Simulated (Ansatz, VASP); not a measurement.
# Two plane-wave programs on Ta2TiSi3

```
Ti Ta Si
1.0
     5.17272    0.00000    0.00000
    -2.58636    4.47971    0.00000
     0.00000    0.00000    4.30484
Ti Ta Si
1 2 3
Direct
  0.00000 0.00000 0.00000
  0.66667 0.33333 0.00000
  0.33333 0.66667 0.00000
  0.50000 0.00000 0.50000
  0.00000 0.50000 0.50000
  0.50000 0.50000 0.50000
```

Change from the starting cell: species swapped into the YB2Ir3 type (P6/mmm, No. 191).

Alike in both runs: functional PBE; k mesh 12 × 12 × 10; occupations gaussian, width 0.1 eV; no spin polarisation.

Ansatz relaxed the structure, and its values are those at the end. VASP's run is a single point on that final structure, the one shown.

```csv
,VASP,Ansatz
version,VASP 6.6.1,Ansatz 0.2.0
potentials or method,"VASP PAW PBE potentials, release 64 (Ti_sv, Ta_pv, Si), cutoff 520 eV","scalar-relativistic, plane waves, PAW"
valence electrons in the cell,46,50
```

VASP gave:

- gap on the k mesh at the Fermi level (eV): none
- pressure (GPa): 0.1

Problem. Estimate Ansatz's values.

Solution. gap on the k mesh at the Fermi level (eV): none; pressure (GPa): 0.0.

A gap of «none» marks a metal or a gap that the smearing closes. VASP's potentials hold 46 valence electrons a cell and Ansatz's 50, so a difference there can come from the potentials and not from the codes.

Neither program's run includes spin-orbit coupling.
